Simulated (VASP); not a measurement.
A run of VASP 6.6.1:

INCAR

```
  PREC = Accurate
  ENCUT = 520
  EDIFF = 1E-7
  ISMEAR = 0
  SIGMA = 0.1
  LREAL = F
  LASPH = T
  NELM = 100
  ALGO = Normal
  ISIF = 2
  LWAVE = F
  LCHARG = T
  GGA = PS
  LELF = T
  LVHAR = T
  NBANDS = 32
```

File KPOINTS:

```
Automatic mesh
0
Gamma
  8 8 8
```

Contents of POSCAR:

```
Ca3GeN
1.0
    4.8480061866      0.0000000000      0.0000000000
    0.0000000000      4.8480061866      0.0000000000
    0.0000000000      0.0000000000      4.8480061866
Ca Ge N
3 1 1
Direct
    0.0000000000      0.5000000000      0.5000000000
    0.5000000000      0.0000000000      0.5000000000
    0.5000000000      0.5000000000      0.0000000000
    0.0000000000      0.0000000000      0.0000000000
    0.5000000000      0.5000000000      0.5000000000
```

Potentials or basis: VASP PAW PBE potentials, release 64 (Ca_sv, Ge_d, N).

The run is started by

```console
$ cat potpaw_PBE.64/Ca_sv/POTCAR potpaw_PBE.64/Ge_d/POTCAR potpaw_PBE.64/N/POTCAR > POTCAR
$ mpirun -np 1 vasp_std > vasp.out
```

Hardware: 1 thread of Intel(R) Xeon(R) 6975P-C (Granite Rapids), with other jobs on the host.

Task: How long does it take, and how much memory?

Result: Wall time 55 s on 1 thread of Intel(R) Xeon(R) 6975P-C (Granite Rapids), with other jobs on the host, peak memory 0.27 GiB. Counts: scf iterations 17, k points 35.
